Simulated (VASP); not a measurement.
# Al2O3 (R-3c) in VASP: single point with r2SCAN

Aim: the single point of Al2O3 with r2SCAN.

Program: VASP 6.6.1. These are calculated values, not measurements. Logs are shortened: lines on timing, memory, paths and dates and some standing lists are left out, and cuts for length are marked.

**The experiment to reproduce.**

“Multi-petahertz electron interference in Cr:Al2O3 solid-state material”, 2018, pmc:5906618 quotes, for a bulk crystal of Al2O3: band gap 8.7 eV (optical).

How close the calculation comes is told below.

## (1) The cell of the first run

The structure is trigonal, space group R-3c (No. 167). Conventional cell: a = 4.759 Å, b = 4.759 Å, c = 12.994 Å, α = 90.00°, β = 90.00°, γ = 120.00°. Al (site symmetry 3) has 6 O at 1.86 to 1.97 Å within 2.5 Å. O (site symmetry 2) has 4 Al at 1.86 to 1.97 Å within 2.5 Å.

## (2) Single point, r2SCAN

POSCAR

```
Al2O3
1.0
    2.3792960317      1.3736872044      4.3312918081
   -2.3792960317      1.3736872044      4.3312918081
    0.0000000000     -2.7473744088      4.3312918081
Al O
4 6
Direct
    0.3519154776      0.3519154776      0.3519154776
    0.1480845224      0.1480845224      0.1480845224
    0.6480845224      0.6480845224      0.6480845224
    0.8519154776      0.8519154776      0.8519154776
    0.5563680905      0.9436319095      0.2500000000
    0.2500000000      0.5563680905      0.9436319095
    0.9436319095      0.2500000000      0.5563680905
    0.4436319095      0.0563680905      0.7500000000
    0.7500000000      0.4436319095      0.0563680905
    0.0563680905      0.7500000000      0.4436319095
```

INCAR.step1

```
  PREC = Accurate
  ENCUT = 520
  ISMEAR = 0
  SIGMA = 0.01
  LREAL = False
  LASPH = True
  NELM = 60
  NBANDS = 35
  GGA = PE
  ALGO = Normal
  EDIFF = 1E-4
  LWAVE = True
  LCHARG = False
```

INCAR.step2

```
  PREC = Accurate
  ENCUT = 520
  EDIFF = 1E-6
  ISMEAR = 0
  SIGMA = 0.01
  LREAL = False
  LASPH = True
  NELM = 60
  ALGO = Normal
  ISIF = 2
  LWAVE = False
  LCHARG = False
  METAGGA = R2SCAN
  LMIXTAU = True
  NBANDS = 35
  ISTART = 1
```

KPOINTS

```
Automatic mesh
0
Gamma
  5 5 5
```

Potentials or basis: VASP PAW PBE potentials, release 64 (Al, O).

Launch:

```console
$ cat potpaw_PBE.64/Al/POTCAR potpaw_PBE.64/O/POTCAR > POTCAR
$ cp INCAR.step1 INCAR
$ mpirun -np 1 vasp_std > vasp.out
$ cp INCAR.step2 INCAR
$ mpirun -np 1 vasp_std > vasp.out
```

OUTCAR:

```text
PREC = Accurate
   ENCUT = 520
   EDIFF = 1E-6
   ISMEAR = 0
   LREAL = False
   LASPH = True
   NELM = 60
   ISIF = 2
   METAGGA = R2SCAN
   ISTART = 1

 ion  position               nearest neighbor table
   1  0.352  0.352  0.352-  10 1.86   8 1.86   9 1.86   5 1.97   7 1.97   6 1.97   2 2.65   3 2.79
                             3 2.79   3 2.79   2 3.22   2 3.22   2 3.22
   2  0.148  0.148  0.148-   9 1.86   8 1.86  10 1.86   5 1.97   6 1.97   7 1.97   1 2.65   4 2.79
                             4 2.79   4 2.79   1 3.22   1 3.22   1 3.22
   3  0.648  0.648  0.648-   7 1.86   5 1.86   6 1.86   8 1.97  10 1.97   9 1.97   4 2.65   1 2.79
                             1 2.79   1 2.79   4 3.22   4 3.22   4 3.22
   4  0.852  0.852  0.852-   6 1.86   5 1.86   7 1.86   8 1.97   9 1.97  10 1.97   3 2.65   2 2.79
                             2 2.79   2 2.79   3 3.22   3 3.22   3 3.22
   5  0.556  0.944  0.250-   3 1.86   4 1.86   1 1.97   2 1.97
   6  0.250  0.556  0.944-   4 1.86   3 1.86   2 1.97   1 1.97
   7  0.944  0.250  0.556-   3 1.86   4 1.86   1 1.97   2 1.97
   8  0.444  0.056  0.750-   1 1.86   2 1.86   3 1.97   4 1.97
   9  0.750  0.444  0.056-   2 1.86   1 1.86   4 1.97   3 1.97
  10  0.056  0.750  0.444-   1 1.86   2 1.86   3 1.97   4 1.97

  LATTYP: Found a trigonal (rhomboedric) cell.
 ALAT       =     5.1291475772
 COS(alpha) =     0.5696353747

  Lattice vectors:

 A1 = (   2.3792960317,   1.3736872044,   4.3312918081)
 A2 = (  -2.3792960317,   1.3736872044,   4.3312918081)
 A3 = (   0.0000000000,  -2.7473744088,   4.3312918081)

Analysis of symmetry for initial positions (statically):
=====================================================================
 Subroutine PRICEL returns:
 Original cell was already a primitive cell.

 Routine SETGRP: Setting up the symmetry group for a
 trigonal (rhombohedral) supercell.

 Subroutine GETGRP returns: Found 12 space group operations
 (whereof  6 operations were pure point group operations)
 out of a pool of 12 trial point group operations.

The static configuration has the point symmetry S_6 .
 The point group associated with its full space group is D_3d.

Analysis of symmetry for dynamics (positions and initial velocities):
=====================================================================
 Subroutine PRICEL returns:
 Original cell was already a primitive cell.

 Routine SETGRP: Setting up the symmetry group for a
 trigonal (rhombohedral) supercell.

 Subroutine GETGRP returns: Found 12 space group operations
 (whereof  6 operations were pure point group operations)
 out of a pool of 12 trial point group operations.

The dynamic configuration has the point symmetry S_6 .
 The point group associated with its full space group is D_3d.

 Subroutine INISYM returns: Found 12 space group operations
 (whereof  6 operations are pure point group operations),
 and found     1 'primitive' translations

----------------------------------------------------------------------------------------

                                     Primitive cell

  volume of cell :      84.9386

  direct lattice vectors                    reciprocal lattice vectors
     2.379296032  1.373687204  4.331291808     0.210146192  0.121327960  0.076959334
    -2.379296032  1.373687204  4.331291808    -0.210146192  0.121327960  0.076959334
     0.000000000 -2.747374409  4.331291808     0.000000000 -0.242655921  0.076959334

  length of vectors
     5.129147577  5.129147577  5.129147577     0.254567545  0.254567545  0.254567545

  position of ions in fractional coordinates (direct lattice)
     0.351915478  0.351915478  0.351915478
     0.148084522  0.148084522  0.148084522
     0.648084522  0.648084522  0.648084522
     0.851915478  0.851915478  0.851915478
     0.556368091  0.943631909  0.250000000
     0.250000000  0.556368091  0.943631909
     0.943631909  0.250000000  0.556368091
     0.443631909  0.056368091  0.750000000
     0.750000000  0.443631909  0.056368091
     0.056368091  0.750000000  0.443631909

  ion indices of the primitive-cell ions
   primitive index   ion index
                 1           1
                 2           2
                 3           3
                 4           4
                 5           5
                 6           6
                 7           7
                 8           8
                 9           9
                10          10

----------------------------------------------------------------------------------------

 KPOINTS: Automatic mesh

Automatic generation of k-mesh.
 Grid dimensions read from file:
 generate k-points for:    5    5    5

 Generating k-lattice:

  Cartesian coordinates                     Fractional coordinates (reciprocal lattice)
     0.042029238  0.024265592  0.015391867     0.200000000 -0.000000000  0.000000000
    -0.042029238  0.024265592  0.015391867    -0.000000000  0.200000000  0.000000000
     0.000000000 -0.048531184  0.015391867     0.000000000  0.000000000  0.200000000

  Length of vectors
     0.050913509  0.050913509  0.050913509

  Shift w.r.t. Gamma in fractional coordinates (k-lattice)
     0.000000000  0.000000000  0.000000000

 Subroutine IBZKPT returns following result:
 ===========================================

 Found     19 irreducible k-points:

 Following reciprocal coordinates:
            Coordinates               Weight
  0.000000  0.000000  0.000000      1.000000
  0.200000  0.000000  0.000000      6.000000
  0.400000  0.000000  0.000000      6.000000
  0.200000  0.200000  0.000000      6.000000
  0.400000  0.200000  0.000000     12.000000
 -0.400000  0.200000  0.000000     12.000000
[... 11 lines left out ...]
  0.400000  0.400000  0.400000      2.000000
 -0.400000  0.400000  0.400000      6.000000
   k-points           NKPTS =     19   k-points in BZ     NKDIM =     19   number of bands    NBANDS=     35
   number of dos      NEDOS =    301   number of ions     NIONS =     10
   total plane-waves  NPLWV =  64000
   dimension x,y,z NGX =    40 NGY =   40 NGZ =   40
   dimension x,y,z NGXF=    80 NGYF=   80 NGZF=   80
   ions per type =               4   6
   NGX,Y,Z   is equivalent  to a cutoff of  12.96, 12.96, 12.96 a.u.
   NGXF,Y,Z  is equivalent  to a cutoff of  25.93, 25.93, 25.93 a.u.
 SYSTEM =  unknown system
   PREC   = accura    normal or accurate (medium, high low for compatibility)
   ISTART =      1    job   : 0-new  1-cont  2-samecut
   ICHARG =      0    charge: 1-file 2-atom 10-const
   ISPIN  =      1    spin polarized calculation?
   LNONCOLLINEAR =      F non collinear calculations
   LSORBIT =      F    spin-orbit coupling
   LASPH  =      T    aspherical Exc in radial PAW
   ENCUT  =  520.0 eV  38.22 Ry    6.18 a.u.   9.54  9.54  9.54*2*pi/ulx,y,z
   NELM   =     60;   NELMIN=  2; NELMDL=  0     # of ELM steps
   EDIFF  = 0.1E-05   stopping-criterion for ELM
   LREAL  =      F    real-space projection
   EDIFFG = 0.1E-04   stopping-criterion for IOM
   NSW    =      0    number of steps for IOM
   IBRION =     -1    ionic relax: 0-MD 1-quasi-New 2-CG
   NFREE  =      0    steps in history (QN), initial steepest desc. (CG)
   ISIF   =      2    stress and relaxation
   ISYM   =      2    0-nonsym 1-usesym 2-fastsym
   POTIM  = 0.5000    time-step for ionic-motion
   TEBEG  =    0.0;   TEEND  =   0.0 temperature during run
   PSTRESS=    0.0 pullay stress
   NELECT =      48.0000    total number of electrons
   NUPDOWN=      -1.0000    fix difference up-down
   EMIN   =  10.00;   EMAX   =-10.00  energy-range for DOS
   EFERMI =   0.00;   METHOD = LEGACY
   ISMEAR =     0;   SIGMA  =   0.01  broadening in eV -4-tet -1-fermi 0-gaus
   EFERMI_NEDOS =   21; number of points for ismear=-14 and -15
   IALGO  =     38    algorithm
   IMIX   =      4    mixing-type and parameters
     AMIX     =   0.40;   BMIX     =  1.00
     AMIX_MAG =   1.60;   BMIX_MAG =  1.00
  volume/ion in A,a.u.               =       8.49        57.32
  Fermi-wavevector in a.u.,A,eV,Ry     =   1.353485  2.557716 24.924821  1.831923
  Thomas-Fermi vector in A             =   2.480737
   LORBIT       =      0    0 simple, 1 ext, 2 COOP (PROOUT), +10 PAW based schemes
   METAGGA = R2SCAN    functional components
   LHFCALC =     F    Hartree Fock is set to
   AEXX    =    0.0000 exact exchange contribution
   IVDW    =     0    specifies the selected vdW correction
   LEPSILON=     F    determine dielectric tensor
   LRPA    =     F    only Hartree local field effects (RPA)
 non-spin polarized calculation
 Gauss-broadening in eV      SIGMA  =   0.01
  energy-cutoff  :      520.00
  volume of cell :       84.94
 maximum number of plane-waves:      2303
 NGX is ok and might be reduce to    40
   NGX = 19   NGY = 19   NGZ = 19

 number of electron      48.0000013 magnetization

 Free energy of the ion-electron system (eV)
  ---------------------------------------------------
  ext. energy  EPLUGINS =         0.00000000
  ---------------------------------------------------
  free energy    TOTEN  =       -96.26973282 eV

  energy without entropy =      -96.26973282  energy(sigma->0) =      -96.26973282

 E-fermi :   5.8445     XC(G=0): -12.2319

 val. band max:        5.7424837454   @ k =   0.0000   0.0000   0.0000
 cond. band min:      12.8998205321   @ k =   0.0000   0.0000   0.0000
 fundamental gap:      7.1573367867
 Fermi energy:         5.8445008533

 k-point     1 :       0.0000    0.0000    0.0000
  band No.  band energies     occupation
      1     -14.4642      2.00000
      2     -12.1719      2.00000
      3     -11.8963      2.00000
      4     -11.8963      2.00000
      5     -11.5873      2.00000
      6     -11.5873      2.00000
[... 27 lines left out ...]
     34      20.6525      0.00000
     35      21.5921      0.00000
[... 653 lines left out ...]
      5     -11.6549      2.00000
      6     -11.5913      2.00000
[... 27 lines left out ...]
     34      20.0366      0.00000
     35      21.0042      0.00000

------------------------ aborting loop because EDIFF is reached ----------------------------------------

  FORCE on cell =-STRESS in cart. coord.  units (eV):
  Direction    XX          YY          ZZ          XY          YZ          ZX
  --------------------------------------------------------------------------------------
  -------------------------------------------------------------------------------------
  Total       -0.2201521     -0.2201521     -0.2597834      0.0000000     -0.0000000      0.0000000
  in kB       -4.1526797     -4.1526797     -4.9002363      0.0000000     -0.0000000      0.0000000
  external PRESSURE =      -4.4018652 kB  Pullay stress =       0.0000000 kB

 VOLUME and BASIS-vectors are now :
 -----------------------------------------------------------------------------
  energy-cutoff  :      520.00
  volume of cell :       84.94
      direct lattice vectors                 reciprocal lattice vectors
     2.379296032  1.373687204  4.331291808     0.210146192  0.121327960  0.076959334
    -2.379296032  1.373687204  4.331291808    -0.210146192  0.121327960  0.076959334
     0.000000000 -2.747374409  4.331291808     0.000000000 -0.242655921  0.076959334

 POSITION                                       TOTAL-FORCE (eV/Angst)
 -----------------------------------------------------------------------------------
      0.00000      0.00000      4.57275        -0.000000     -0.000000     -0.019642
      0.00000      0.00000      1.92419        -0.000000      0.000000      0.019642
      0.00000      0.00000      8.42113        -0.000000      0.000000      0.019642
      0.00000      0.00000     11.06968        -0.000000     -0.000000     -0.019642
     -0.92142      1.37369      7.57976        -0.012813     -0.000000      0.000000
     -0.72894     -1.48481      7.57976         0.006406     -0.011096     -0.000000
      1.65036      0.11113      7.57976         0.006406      0.011096     -0.000000
      0.92142     -1.37369      5.41411         0.012813     -0.000000      0.000000
      0.72894      1.48481      5.41411        -0.006406      0.011096     -0.000000
     -1.65036     -0.11113      5.41411        -0.006406     -0.011096     -0.000000
 -----------------------------------------------------------------------------------
    total drift:                               -0.000000      0.000000     -0.000000

  FREE ENERGIE OF THE ION-ELECTRON SYSTEM (eV)
  ---------------------------------------------------
  free  energy   TOTEN  =       -96.2697328241 eV

  energy  without entropy=      -96.2697328241  energy(sigma->0) =      -96.26973282
```

Wall time 1.8 min (1 thread of Intel Xeon 6975P-C (Granite Rapids), shared host); peak memory 0.26 GiB.

What came out:

```
Free energy            : -96.2697 eV
Pressure               : -0.4 GPa
Largest force          : 0.020 eV/Å
Band gap on the k mesh : 7.16 eV, direct
```

Forces in eV/Å, atoms in the order of the input:
```
Al   0.000  0.000 -0.020
Al   0.000  0.000  0.020
Al   0.000  0.000  0.020
Al   0.000  0.000 -0.020
O   -0.013  0.000  0.000
O    0.006 -0.011  0.000
O    0.006  0.011  0.000
O    0.013  0.000  0.000
O   -0.006  0.011  0.000
O   -0.006 -0.011  0.000
```

Caveat: the PAW data sets were made with another functional, which shifts forces and pressure a little.

## (3) Against experiment

Step 2. Against the measured gap of Al2O3, 8.7 eV (optical; quoted in “Multi-petahertz electron interference in Cr:Al2O3 solid-state material”, 2018, pmc:5906618), the calculated 7.16 eV is off by -1.54 eV. The value is that of r2SCAN, without temperature or zero-point motion.
